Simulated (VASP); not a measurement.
A run of VASP 6.6.1:

Contents of INCAR:

```
ALGO = Normal ; EDIFF = 1E-7
ENCUT = 520 ; GGA = PE
ISIF = 2 ; ISMEAR = 0
LASPH = True ; LCHARG = True
LELF = True ; LREAL = False
LVHAR = True ; LWAVE = False
NBANDS = 15 ; NELM = 80
PREC = Accurate ; SIGMA = 0.02
```

File KPOINTS:

```
k-points
0
Gamma
  8 8 8
```

Contents of POSCAR:

```
BaS
1.0
    0.0000000000      3.2142589538      3.2142589538
    3.2142589538      0.0000000000      3.2142589538
    3.2142589538      3.2142589538      0.0000000000
Ba S
1 1
Direct
    0.0000000000      0.0000000000      0.0000000000
    0.5000000000      0.5000000000      0.5000000000
```

Potentials or basis: VASP PAW PBE potentials, release 64 (Ba_sv, S).

Command:

```sh
$ cat potpaw_PBE.64/Ba_sv/POTCAR potpaw_PBE.64/S/POTCAR > POTCAR
$ mpirun -np 1 vasp_std > vasp.out
```

Hardware: 1 thread of AMD EPYC 7R13 Processor (Zen 3) (shared host).

Question: How long does it take, and how much memory?

Answer: It took 34 s on 1 thread of AMD EPYC 7R13 Processor (Zen 3), on a shared host, peak memory 0.18 GiB. Counts: scf iterations 15, k points 29.
